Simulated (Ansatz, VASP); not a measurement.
## BaRu3: VASP beside Ansatz

```
CELL_PARAMETERS angstrom
4.15366 0.00000 0.00000
0.00000 4.15366 0.00000
0.00000 0.00000 4.15366
ATOMIC_POSITIONS crystal
Ba 0.00000 0.00000 0.00000
Ru 0.00000 0.50000 0.50000
Ru 0.50000 0.00000 0.50000
Ru 0.50000 0.50000 0.00000
```

Alike in both runs: functional PBE; k mesh 4 × 4 × 4; occupations gaussian, width 0.1 eV; no spin polarisation.

Ansatz relaxed the structure, and its values are those at the end. VASP's run is a single point on that final structure, the one shown.

|  | VASP | Ansatz |
| --- | --- | --- |
| version | VASP 6.6.1 | Ansatz 0.2.0 |
| potentials or method | VASP PAW PBE potentials, release 64 (Ba_sv, Ru_pv), cutoff 520 eV | scalar-relativistic, plane waves, PAW |
| valence electrons in the cell | 52 | 58 |

```csv
,VASP,Ansatz,Ansatz less VASP
gap on the k mesh at the Fermi level (eV),none,none,-
pressure (GPa),4.1,0.1,-4.00
```

A gap of «none» marks a metal or a gap that the smearing closes. One of these differences is far larger than is usual between the two programs; its cause wasn't traced. VASP's potentials hold 52 valence electrons a cell and Ansatz's 58, so a difference there can come from the potentials and not from the codes.

The k mesh is coarse, so the values compare programs but aren't converged. Neither program's run includes spin-orbit coupling.
